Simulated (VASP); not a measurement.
The system is NaF2.

```
CELL_PARAMETERS angstrom
3.47743 0.00000 0.00000
-1.73872 3.01155 0.00000
0.00000 0.00000 3.75470
ATOMIC_POSITIONS crystal
Na 0.00000 0.00000 0.00000
F 0.33333 0.66667 0.50000
F 0.66667 0.33333 0.50000
```

| Property | Result |
| --- | --- |
| Program | VASP 6.6.1 |
| Task | relaxation of cell and atoms |
| Functional | PBE |
| Potentials or basis | VASP PAW PBE potentials, release 64 (Na_pv, F) |
| Cutoff | 600 eV |
| k mesh | 6 × 6 × 4 |
| Occupations | gaussian, width 0.1 eV |
| Spin | collinear spin, ferromagnetic start |
| Starting moments | [0.0, 0.52, 0.52] μB |

At the start: pressure 8.1 GPa; volume 13.11 Å³/atom.

Problem. How do energy, volume and symmetry change on relaxing?

Solution. Over 7 steps the energy falls by 259.5 meV/atom and the volume is 13.00 Å³/atom (-0.8 %); space group P6/mmm (No. 191, to 0.05 Å); moment 1.00 μB per cell.

Step by step:
| step | energy change (eV) | largest force (eV/Å) | pressure (GPa) | volume (Å³) |
| --- | --- | --- | --- | --- |
| 1 | 0.0000 | 0.0000 | 8.12 | 39.32 |
| 2 | -0.6041 | 0.0000 | -0.37 | 42.96 |
| 3 | -0.6817 | 0.0000 | -4.17 | 45.63 |
| 4 | -0.6889 | 0.0000 | -3.25 | 44.92 |
| 5 | -0.7354 | 0.0000 | -2.49 | 43.01 |
| 6 | -0.7755 | 0.0000 | -0.91 | 40.10 |
| 7 | -0.7784 | 0.0000 | -0.11 | 38.99 |

Final structure:
```
Na F
1.0
     3.82963    0.00000    0.00000
    -1.91481    3.31656    0.00000
     0.00000    0.00000    3.07016
Na F
1 2
Cartesian
  -1.9148 3.3166 3.0702
  0.0000 2.2110 1.5351
  1.9148 1.1055 1.5351
```

Caveat: the k points lie up to 0.51 Å⁻¹ apart in the final cell.
